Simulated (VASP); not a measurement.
Write the native input for VASP 6.6.1 that does the following.

```yaml
Task: electric field gradients
Functional: LDA
Potentials_or_basis: VASP PAW LDA potentials, release 64 (Sc_sv, Pt)
Cutoff: 520 eV
k_mesh: 10 × 10 × 10
Occupations: fermi-dirac, width 0.05 eV
Spin: no spin polarisation
Dipole_correction: no
Further_INCAR_settings: ALGO = Normal; EDIFF = 1e-08; NBANDS = 18
```

The structure of ScPt lies in POSCAR:

```
ScPt
1.0
    3.2700000000      0.0327000000      0.0327000000
    0.0327000000      3.2700000000      0.0327000000
    0.0327000000      0.0327000000      3.2700000000
Sc Pt
1 1
Direct
    0.5000000000      0.5000000000      0.5000000000
    0.0000000000      0.0000000000      0.0000000000
```

This cell differs from its parent crystal: equal xy, yz and zx shear strains of +2 %.

The input as run:

INCAR

```
PREC = Accurate
ENCUT = 520
EDIFF = 1E-8
ISMEAR = -1
SIGMA = 0.05
LREAL = F
LASPH = T
NELM = 100
ALGO = Normal
ISIF = 2
LWAVE = F
LCHARG = F
LEFG = T
NBANDS = 18
```

KPOINTS

```
regular mesh
0
Gamma
  10 10 10
```

Potentials or basis: VASP PAW LDA potentials, release 64 (Sc_sv, Pt).

The run is started by

```bash
$ cat potpaw_LDA.64/Sc_sv/POTCAR potpaw_LDA.64/Pt/POTCAR > POTCAR
$ mpirun -np 1 vasp_std > vasp.out
```

Results of the run:

The pressure is -4.7 GPa and the band gap on the k mesh is zero (an odd number of electrons rules out a gap without spin polarisation). The largest electric field gradient by atom is Sc +3.1; Pt -19.7 V/Å².

Caveat: the cell differs from its parent crystal (equal xy, yz and zx shear strains of +2 %); the cell stands under tension; without QUAD_EFG the Cq values of the log hold for a quadrupole moment of 1 mb, not for the nuclei; spin-orbit coupling is left out, which moves the levels of the heavy elements.

Run time: 23 s on 1 thread of AMD EPYC 9R45 96-Core Processor (Zen 5), with other jobs on the host, peak memory 0.16 GiB.
